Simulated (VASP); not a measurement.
# Hg (Fd-3m) in VASP: single point with PBE

Aim: the single point of Hg with PBE.

Program: VASP 6.6.1. These are calculated values, not measurements. Logs are shortened: lines on timing, memory, paths and dates and some standing lists are left out, and cuts for length are marked.

## 1. The cell of the first run

Symmetry: Fd-3m, No. 227, cubic system. The conventional cell has a = 7.539 Å, b = 7.539 Å, c = 7.539 Å, α = 90.00°, β = 90.00°, γ = 90.00°. Within 4.3 Å of Hg (site symmetry -43m) lie 4 Hg at 3.26 Å.

## 2. Single point, PBE

INCAR reads:

```
  ALGO = Normal
  EDIFF = 1E-6
  ENCUT = 520
  GGA = PE
  ISIF = 2
  ISMEAR = -1
  LASPH = T
  LCHARG = T
  LELF = T
  LREAL = F
  LVHAR = T
  LWAVE = F
  NBANDS = 19
  NELM = 100
  PREC = Accurate
  SIGMA = 0.13605693000000002
```

KPOINTS reads:

```
k-points
0
Gamma
  8 8 8
```

POSCAR reads:

```
Hg
1.0
    0.0000000000      3.7692579692      3.7692579692
    3.7692579692      0.0000000000      3.7692579692
    3.7692579692      3.7692579692      0.0000000000
Hg
2
Direct
    0.0000000000      0.0000000000      0.0000000000
    0.2500000000      0.2500000000      0.2500000000
```

Potentials or basis: VASP PAW PBE potentials, release 64 (Hg).

On the command line:

```
> cat potpaw_PBE.64/Hg/POTCAR > POTCAR
> mpirun -np 1 vasp_std > vasp.out
```

OUTCAR:

```text
EDIFF = 1E-6
   ENCUT = 520
   GGA = PE
   ISIF = 2
   ISMEAR = -1
   LASPH = T
   LREAL = F
   NELM = 100
   PREC = Accurate

 ion  position               nearest neighbor table
   1  0.000  0.000  0.000-   2 3.26   2 3.26   2 3.26   2 3.26
   2  0.250  0.250  0.250-   1 3.26   1 3.26   1 3.26   1 3.26

  LATTYP: Found a face centered cubic cell.
 ALAT       =     7.5385159384

  Lattice vectors:

 A1 = (   0.0000000000,   3.7692579692,   3.7692579692)
 A2 = (   3.7692579692,   0.0000000000,   3.7692579692)
 A3 = (   3.7692579692,   3.7692579692,   0.0000000000)

Analysis of symmetry for initial positions (statically):
=====================================================================
 Subroutine PRICEL returns:
 Original cell was already a primitive cell.

 Routine SETGRP: Setting up the symmetry group for a
 face centered cubic supercell.

 Subroutine GETGRP returns: Found 48 space group operations
 (whereof 24 operations were pure point group operations)
 out of a pool of 48 trial point group operations.

The static configuration has the point symmetry T_d .
 The point group associated with its full space group is O_h .

Analysis of symmetry for dynamics (positions and initial velocities):
=====================================================================
 Subroutine PRICEL returns:
 Original cell was already a primitive cell.

 Routine SETGRP: Setting up the symmetry group for a
 face centered cubic supercell.

 Subroutine GETGRP returns: Found 48 space group operations
 (whereof 24 operations were pure point group operations)
 out of a pool of 48 trial point group operations.

The dynamic configuration has the point symmetry T_d .
 The point group associated with its full space group is O_h .

 Subroutine INISYM returns: Found 48 space group operations
 (whereof 24 operations are pure point group operations),
 and found     1 'primitive' translations

----------------------------------------------------------------------------------------

                                     Primitive cell

  volume of cell :     107.1020

  direct lattice vectors                    reciprocal lattice vectors
     0.000000000  3.769257969  3.769257969    -0.132652104  0.132652104  0.132652104
     3.769257969  0.000000000  3.769257969     0.132652104 -0.132652104  0.132652104
     3.769257969  3.769257969  0.000000000     0.132652104  0.132652104 -0.132652104

  length of vectors
     5.330535740  5.330535740  5.330535740     0.229760184  0.229760184  0.229760184

  position of ions in fractional coordinates (direct lattice)
     0.000000000  0.000000000  0.000000000
     0.250000000  0.250000000  0.250000000

  ion indices of the primitive-cell ions
   primitive index   ion index
                 1           1
                 2           2

----------------------------------------------------------------------------------------

 KPOINTS: k-points

Automatic generation of k-mesh.
 Grid dimensions read from file:
 generate k-points for:    8    8    8

 Generating k-lattice:

  Cartesian coordinates                     Fractional coordinates (reciprocal lattice)
    -0.016581513  0.016581513  0.016581513     0.125000000  0.000000000  0.000000000
     0.016581513 -0.016581513  0.016581513     0.000000000  0.125000000  0.000000000
     0.016581513  0.016581513 -0.016581513     0.000000000  0.000000000  0.125000000

  Length of vectors
     0.028720023  0.028720023  0.028720023

  Shift w.r.t. Gamma in fractional coordinates (k-lattice)
     0.000000000  0.000000000  0.000000000

 Subroutine IBZKPT returns following result:
 ===========================================

 Found     29 irreducible k-points:

 Following reciprocal coordinates:
            Coordinates               Weight
  0.000000  0.000000  0.000000      1.000000
  0.125000  0.000000  0.000000      8.000000
  0.250000  0.000000  0.000000      8.000000
  0.375000  0.000000  0.000000      8.000000
  0.500000  0.000000  0.000000      4.000000
  0.125000  0.125000  0.000000      6.000000
[... 16 lines left out ...]
  0.500000  0.250000  0.125000     48.000000
 -0.375000  0.250000  0.125000     24.000000
 [... further k-points ...]
   k-points           NKPTS =     29   k-points in BZ     NKDIM =     29   number of bands    NBANDS=     19
   number of dos      NEDOS =    301   number of ions     NIONS =      2
   total plane-waves  NPLWV =  64000
   dimension x,y,z NGX =    40 NGY =   40 NGZ =   40
   dimension x,y,z NGXF=    80 NGYF=   80 NGZF=   80
   ions per type =               2
   NGX,Y,Z   is equivalent  to a cutoff of  12.47, 12.47, 12.47 a.u.
   NGXF,Y,Z  is equivalent  to a cutoff of  24.95, 24.95, 24.95 a.u.
 SYSTEM =  unknown system
   PREC   = accura    normal or accurate (medium, high low for compatibility)
   ISTART =      0    job   : 0-new  1-cont  2-samecut
   ICHARG =      2    charge: 1-file 2-atom 10-const
   ISPIN  =      1    spin polarized calculation?
   LNONCOLLINEAR =      F non collinear calculations
   LSORBIT =      F    spin-orbit coupling
   LASPH  =      T    aspherical Exc in radial PAW
   ENCUT  =  520.0 eV  38.22 Ry    6.18 a.u.   9.91  9.91  9.91*2*pi/ulx,y,z
   NELM   =    100;   NELMIN=  2; NELMDL= -5     # of ELM steps
   EDIFF  = 0.1E-05   stopping-criterion for ELM
   LREAL  =      F    real-space projection
   EDIFFG = 0.1E-04   stopping-criterion for IOM
   NSW    =      0    number of steps for IOM
   IBRION =     -1    ionic relax: 0-MD 1-quasi-New 2-CG
   NFREE  =      0    steps in history (QN), initial steepest desc. (CG)
   ISIF   =      2    stress and relaxation
   ISYM   =      2    0-nonsym 1-usesym 2-fastsym
   POTIM  = 0.5000    time-step for ionic-motion
   TEBEG  =    0.0;   TEEND  =   0.0 temperature during run
   PSTRESS=    0.0 pullay stress
   NELECT =      24.0000    total number of electrons
   NUPDOWN=      -1.0000    fix difference up-down
   EMIN   =  10.00;   EMAX   =-10.00  energy-range for DOS
   EFERMI =   0.00;   METHOD = LEGACY
   ISMEAR =    -1;   SIGMA  =   0.14  broadening in eV -4-tet -1-fermi 0-gaus
   EFERMI_NEDOS =   21; number of points for ismear=-14 and -15
   IALGO  =     38    algorithm
   IMIX   =      4    mixing-type and parameters
     AMIX     =   0.40;   BMIX     =  1.00
     AMIX_MAG =   1.60;   BMIX_MAG =  1.00
  volume/ion in A,a.u.               =      53.55       361.38
  Fermi-wavevector in a.u.,A,eV,Ry     =   0.994366  1.879078 13.452934  0.988763
  Thomas-Fermi vector in A             =   2.126312
   LORBIT       =      0    0 simple, 1 ext, 2 COOP (PROOUT), +10 PAW based schemes
   GGA     = PE    functional components
   LHFCALC =     F    Hartree Fock is set to
   AEXX    =    0.0000 exact exchange contribution
   IVDW    =     0    specifies the selected vdW correction
   LEPSILON=     F    determine dielectric tensor
   LRPA    =     F    only Hartree local field effects (RPA)
 non-spin polarized calculation
  energy-cutoff  :      520.00
  volume of cell :      107.10
 maximum number of plane-waves:      2894
   NGX = 19   NGY = 19   NGZ = 19

 number of electron      24.0000002 magnetization

 Free energy of the ion-electron system (eV)
  ---------------------------------------------------
  ext. energy  EPLUGINS =         0.00000000
  ---------------------------------------------------
  free energy    TOTEN  =        -0.21746040 eV

  energy without entropy =       -0.20375348  energy(sigma->0) =       -0.21060694

 E-fermi :  -0.5809     XC(G=0):  -6.5547

 val. band max:       -0.7365008550   @ k =   0.1250   0.0000   0.0000
 cond. band min:      -0.3191972592   @ k =   0.0000   0.0000   0.0000
 fundamental gap:      0.4173035959
 Fermi energy:        -0.5809266032

 k-point     1 :       0.0000    0.0000    0.0000
  band No.  band energies     occupation
      1      -7.5223      2.00000
      2      -7.5223      2.00000
      3      -7.5223      2.00000
      4      -7.4834      2.00000
      5      -7.4834      2.00000
      6      -6.9767      2.00000
[... 11 lines left out ...]
     18       4.2822      0.00000
     19       5.0097      0.00000

 k-point     2 :       0.1250    0.0000    0.0000
  band No.  band energies     occupation
      1      -7.5486      2.00000
      2      -7.5486      2.00000
      3      -7.5236      2.00000
      4      -7.4469      2.00000
      5      -7.4469      2.00000
      6      -7.0370      2.00000
[... 11 lines left out ...]
     18       4.6036      0.00000
     19       6.0366      0.00000

 k-point     3 :       0.2500    0.0000    0.0000
  band No.  band energies     occupation
      1      -7.5689      2.00000
      2      -7.5689      2.00000
      3      -7.5270      2.00000
      4      -7.4062      2.00000
      5      -7.4062      2.00000
      6      -7.1190      2.00000
[... 11 lines left out ...]
     18       5.4198      0.00000
     19       6.5165      0.00000

 k-point     4 :       0.3750    0.0000    0.0000
  band No.  band energies     occupation
      1      -7.5724      2.00000
      2      -7.5724      2.00000
      3      -7.5307      2.00000
      4      -7.3897      2.00000
      5      -7.3897      2.00000
      6      -7.1738      2.00000
[... 11 lines left out ...]
     18       6.1697      0.00000
     19       6.8445      0.00000

 k-point     5 :       0.5000    0.0000    0.0000
  band No.  band energies     occupation
      1      -7.5708      2.00000
      2      -7.5708      2.00000
      3      -7.5323      2.00000
      4      -7.3886      2.00000
      5      -7.3886      2.00000
      6      -7.1930      2.00000
[... 11 lines left out ...]
     18       6.0425      0.00000
     19       8.3909      0.00000
[... 334 lines left out ...]
      2      -7.5833      2.00000
      3      -7.5065      2.00000
      4      -7.5065      2.00000
      5      -7.1761      2.00000
      6      -7.1761      2.00000
[... 11 lines left out ...]
     18       8.4528      0.00000
     19       9.0138      0.00000

 k-point    22 :       0.3750    0.2500    0.1250
  band No.  band energies     occupation
      1      -7.6009      2.00000
      2      -7.5754      2.00000
      3      -7.5206      2.00000
      4      -7.3924      2.00000
      5      -7.3159      2.00000
      6      -7.2313      2.00000
[... 11 lines left out ...]
     18       6.1252      0.00000
     19       7.5673      0.00000

 k-point    23 :       0.5000    0.2500    0.1250
  band No.  band energies     occupation
      1      -7.6146      2.00000
      2      -7.5961      2.00000
      3      -7.4929      2.00000
      4      -7.3589      2.00000
      5      -7.2917      2.00000
      6      -7.2580      2.00000
[... 11 lines left out ...]
     18       6.4736      0.00000
     19       8.1003      0.00000

 k-point    24 :      -0.3750    0.2500    0.1250
  band No.  band energies     occupation
      1      -7.6249      2.00000
      2      -7.5973      2.00000
      3      -7.4811      2.00000
      4      -7.3348      2.00000
      5      -7.2972      2.00000
      6      -7.2663      2.00000
[... 11 lines left out ...]
     18       6.4250      0.00000
     19       7.6207      0.00000

 [... further k-points ...]

------------------------ aborting loop because EDIFF is reached ----------------------------------------

  FORCE on cell =-STRESS in cart. coord.  units (eV):
  Direction    XX          YY          ZZ          XY          YZ          ZX
  --------------------------------------------------------------------------------------
  -------------------------------------------------------------------------------------
  Total       -0.0025746     -0.0025746     -0.0025746      0.0000000      0.0000000     -0.0000000
  in kB       -0.0385139     -0.0385139     -0.0385139      0.0000000      0.0000000     -0.0000000
  external PRESSURE =      -0.0385139 kB  Pullay stress =       0.0000000 kB

 VOLUME and BASIS-vectors are now :
 -----------------------------------------------------------------------------
  energy-cutoff  :      520.00
  volume of cell :      107.10
      direct lattice vectors                 reciprocal lattice vectors
     0.000000000  3.769257969  3.769257969    -0.132652104  0.132652104  0.132652104
     3.769257969  0.000000000  3.769257969     0.132652104 -0.132652104  0.132652104
     3.769257969  3.769257969  0.000000000     0.132652104  0.132652104 -0.132652104

 POSITION                                       TOTAL-FORCE (eV/Angst)
 -----------------------------------------------------------------------------------
      0.00000      0.00000      0.00000        -0.000000     -0.000000     -0.000000
      1.88463      1.88463      1.88463         0.000000      0.000000      0.000000
 -----------------------------------------------------------------------------------
    total drift:                               -0.000000     -0.000000      0.000000

  FREE ENERGIE OF THE ION-ELECTRON SYSTEM (eV)
  ---------------------------------------------------
  free  energy   TOTEN  =        -0.2174603956 eV

  energy  without entropy=       -0.2037534815  energy(sigma->0) =       -0.21060694
```

Wall time 75 s (1 thread of Intel Xeon Platinum 8375C at 2.90GHz (Ice Lake), shared host); peak memory 0.25 GiB.

Results:

```
Free energy : -0.2175 eV
Pressure    : 0.0 GPa
```

Levels at points of the mesh, in eV from the Fermi level:
```
           k point  band 10  band 11  band 12  band 13  band 14  band 15
(0.00, 0.00, 0.00)    -6.30    -6.03     0.26     3.55     3.55     3.55
(0.50, 0.00, 0.00)    -6.26    -4.60    -2.63     2.02     2.41     2.41
(0.50, 0.50, 0.00)    -6.22    -3.58    -3.58     1.21     1.21     3.32
```

Caveat: spin-orbit coupling is left out, which moves the levels of the heavy elements.
